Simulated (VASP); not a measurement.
Write the native input for VASP 6.6.1 that does the following.

```yaml
Task: single point
Functional: PBE
Potentials_or_basis: VASP PAW PBE potentials, release 64 (Ta_pv, N)
Cutoff: 520 eV
k_mesh: 18 × 18 × 6
Occupations: gaussian, width 0.15 eV
Spin: no spin polarisation
Dipole_correction: no
Further_INCAR_settings: ALGO = Normal; EDIFF = 1e-07; NBANDS = 27
```

The structure of Ta3N lies in POSCAR:

```
Ta3N
1.0
    3.0217748255      0.0000000000      0.0000000000
   -1.5108874128      2.6169337634      0.0000000000
    0.0000000000      0.0000000000      7.5575881873
Ta N
3 1
Direct
   -0.0137904255     -0.0068952128      0.4932481054
    0.3195429078      0.6597714539      0.1668431601
    0.6528762411      0.3264381206      0.8196530507
    0.0000000000      0.0000000000      0.0000000000
```

This cell differs from its parent crystal: all Ta atoms moved +0.062 Å, as atom 1 towards its neighbour atom 2 (Ta) at 3.021 Å.

These files were run (other wordings do the same):

INCAR

```
  ALGO = Normal
  EDIFF = 1E-7
  ENCUT = 520
  GGA = PE
  ISIF = 2
  ISMEAR = 0
  LASPH = T
  LCHARG = T
  LELF = T
  LREAL = F
  LVHAR = T
  LWAVE = F
  NBANDS = 27
  NELM = 100
  PREC = Accurate
  SIGMA = 0.15
```

KPOINTS

```
k-points
0
Gamma
  18 18 6
```

Potentials or basis: VASP PAW PBE potentials, release 64 (Ta_pv, N).

Run with:

```console
$ cat potpaw_PBE.64/Ta_pv/POTCAR potpaw_PBE.64/N/POTCAR > POTCAR
$ mpirun -np 1 vasp_std > vasp.out
```

Results of the run:

```
Pressure               : 0.6 GPa
Largest force          : 0.914 eV/Å
Band gap on the k mesh : zero (band 19 reaches 7.10 eV, above the bottom of band 20 at 6.36 eV)
```

Caveat: the cell differs from its parent crystal (all Ta atoms moved +0.062 Å, as atom 1 towards its neighbour atom 2 (Ta) at 3.021 Å); spin-orbit coupling is left out, which moves the levels of the heavy elements.

Wall time 21 min on 1 thread of Oxide Virtual Turin-like Processor, with other jobs on the host, peak memory 0.69 GiB.
